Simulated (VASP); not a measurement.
**TiO2: single point with r2SCAN**

Crystal: TiO2.

```
CELL_PARAMETERS angstrom
3.36715 0.00000 0.00000
0.00000 3.36715 0.00000
0.00000 0.00000 5.20517
ATOMIC_POSITIONS crystal
Ti 0.50000 0.50000 0.50000
Ti 0.00000 0.00000 0.00000
O 0.00000 0.50000 0.66264
O 0.50000 0.00000 0.83736
O 0.50000 0.00000 0.33736
O 0.00000 0.50000 0.16264
```

| Property | Result |
| --- | --- |
| Program | VASP 6.6.1 |
| Task | single point |
| Functional | r2SCAN |
| Potentials or basis | VASP PAW PBE potentials, release 64 (Ti_sv, O) |
| Cutoff | 520 eV |
| k mesh | 8 × 8 × 6 |
| Occupations | gaussian, width 0.01 eV |
| Spin | no spin polarisation |
| Dipole correction | no |
| Further INCAR settings | ALGO = Normal; EDIFF = 1e-06; NBANDS = 33 |

```
Pressure               : 1.5 GPa
Largest force          : 0.098 eV/Å
Band gap on the k mesh : 2.95 eV (least direct gap 2.98 eV)
```

Forces in eV/Å, atoms in the order of the input:
```
Ti   0.000  0.000  0.000
Ti   0.000  0.000  0.000
O    0.000  0.000  0.098
O    0.000  0.000 -0.098
O    0.000  0.000 -0.098
O    0.000  0.000  0.098
```

Stress tensor (GPa, compression positive):
```
1.85 0.00 0.00
0.00 1.85 0.00
0.00 0.00 0.73
```

Levels at points of the mesh, in eV from the valence-band top:
| k point | band 22 | band 23 | band 24 | band 25 | band 26 | band 27 |
| --- | --- | --- | --- | --- | --- | --- |
| (0.00, 0.00, 0.00) | -0.44 | -0.03 | -0.03 | 2.95 | 3.39 | 3.81 |
| (0.50, 0.00, 0.00) | -1.39 | -0.34 | -0.34 | 3.29 | 3.29 | 4.23 |
| (0.50, 0.50, 0.00) | -1.12 | -0.62 | -0.62 | 3.20 | 3.20 | 3.86 |
| (0.00, 0.00, 0.50) | -1.60 | 0.00 | 0.00 | 3.16 | 3.16 | 4.33 |
| (0.50, 0.00, 0.50) | -1.88 | -0.68 | -0.68 | 3.18 | 3.18 | 3.90 |
| (0.50, 0.50, 0.50) | -2.10 | -0.34 | -0.34 | 3.54 | 3.54 | 4.13 |

It used 220 s of CPU time on 1 thread of Intel(R) Xeon(R) 6975P-C (Granite Rapids), on a shared host.

Caveat: the PAW data sets were made with another functional, which shifts forces and pressure a little. A k mesh can miss the band edges.
